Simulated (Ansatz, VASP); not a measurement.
CaInC6N6: VASP beside Ansatz

```
Ca In C N
1.0
     0.00000    5.38100    5.38100
     5.38100    0.00000    5.38100
     5.38100    5.38100    0.00000
Ca In C N
1 1 6 6
Cartesian
  5.3810 5.3810 5.3810
  0.0000 0.0000 0.0000
  2.0010 5.3810 5.3810
  5.3810 2.0010 5.3810
  5.3810 5.3810 2.0010
  8.7610 5.3810 5.3810
  5.3810 8.7610 5.3810
  5.3810 5.3810 8.7610
  3.1710 5.3810 5.3810
  5.3810 3.1710 5.3810
  5.3810 5.3810 3.1710
  7.5910 5.3810 5.3810
  5.3810 7.5910 5.3810
  5.3810 5.3810 7.5910
```

Alike in both runs: task relaxation of cell and atoms; functional PBE; k mesh 4 × 4 × 4; occupations gaussian, width 0.1 eV; no spin polarisation.

|  | VASP | Ansatz |
| --- | --- | --- |
| version | VASP 6.6.1 | Ansatz 0.2.0 |
| potentials or method | VASP PAW PBE potentials, release 64 (Ca_sv, In_d, C, N), cutoff 600 eV | scalar-relativistic, plane waves, PAW |
| valence electrons in the cell | 77 | 77 |

|  | VASP | Ansatz | Ansatz less VASP |
| --- | --- | --- | --- |
| gap on the k mesh at the Fermi level, each at its own relaxed structure (eV) | none | none | - |
| relaxed volume (Å³/atom) | 29.58 | 29.56 | -0.018 |
| relaxed length of the cell vector where the two differ most in proportion (Å) | 8.367 | 8.365 | -0.0017 |

A gap of «none» marks a metal or a gap that the smearing closes.

Noted on VASP's run: the standard files for N, O and F lose accuracy on very short bonds; the volume moved by over 15 % at a fixed basis, so the end points are rough.
